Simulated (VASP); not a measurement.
# Au: single point with PBE

System: Au, a slab with vacuum.

```xyz
12
Lattice="6.1520 0.0000 0.0000 -2.7846 5.4858 0.0000 0.0000 0.0000 28.0535" Properties=species:S:1:pos:R:3 pbc="T T T"
Au    1.0995    1.2133   16.0713
Au    4.3015    1.1359   16.2090
Au   -0.1668    3.8788   16.2090
Au    2.7832    3.9562   16.0713
Au   -0.2619    2.0490   18.4028
Au    2.7039    2.1166   18.3302
Au   -1.7644    4.8595   18.3302
Au    1.4218    4.7919   18.4028
Au    4.2971    3.0269   20.5200
Au    1.2212    3.0268   20.6424
Au    5.6895    0.2839   20.6424
Au    2.6133    0.2840   20.5200
```

```json
{
 "Program": "VASP 6.6.1",
 "Task": "single point",
 "Functional": "PBE",
 "Potentials or basis": "VASP PAW PBE potentials, release 64 (Au)",
 "Cutoff": "400 eV",
 "k mesh": "7 × 7 × 1",
 "Occupations": "gaussian, width 0.1 eV",
 "Spin": "no spin polarisation",
 "Dipole correction": "yes",
 "Further INCAR settings": "ALGO = Normal; EDIFF = 1e-06; NBANDS = 78; NELMDL = -8"
}
```

The largest force is 0.312 eV/Å. The band gap on the k mesh is zero (bands 66 and 67 overlap by 0.83 eV).

Forces on the atoms (eV/Å):
```
Au   0.214 -0.131  0.184
Au  -0.121  0.074 -0.045
Au  -0.121  0.074 -0.045
Au   0.214 -0.131  0.184
Au  -0.195  0.120  0.073
Au   0.118 -0.072 -0.119
Au   0.118 -0.072 -0.119
Au  -0.195  0.120  0.073
Au  -0.035  0.022  0.037
Au   0.019 -0.012 -0.131
Au   0.019 -0.012 -0.131
Au  -0.035  0.022  0.037
```

Levels at points of the mesh, in eV from the Fermi level:
```
           k point  band 63  band 64  band 65  band 66  band 67  band 68  band 69  band 70
(0.00, 0.00, 0.00)    -0.95     0.23     0.31     0.60     0.70     0.74     1.13     1.18
```

Wall time 43 min on 1 thread of Oxide Virtual Turin-like Processor, on a shared host, peak memory 0.88 GiB.

Caveat: spin-orbit coupling is left out, which moves the levels of the heavy elements.
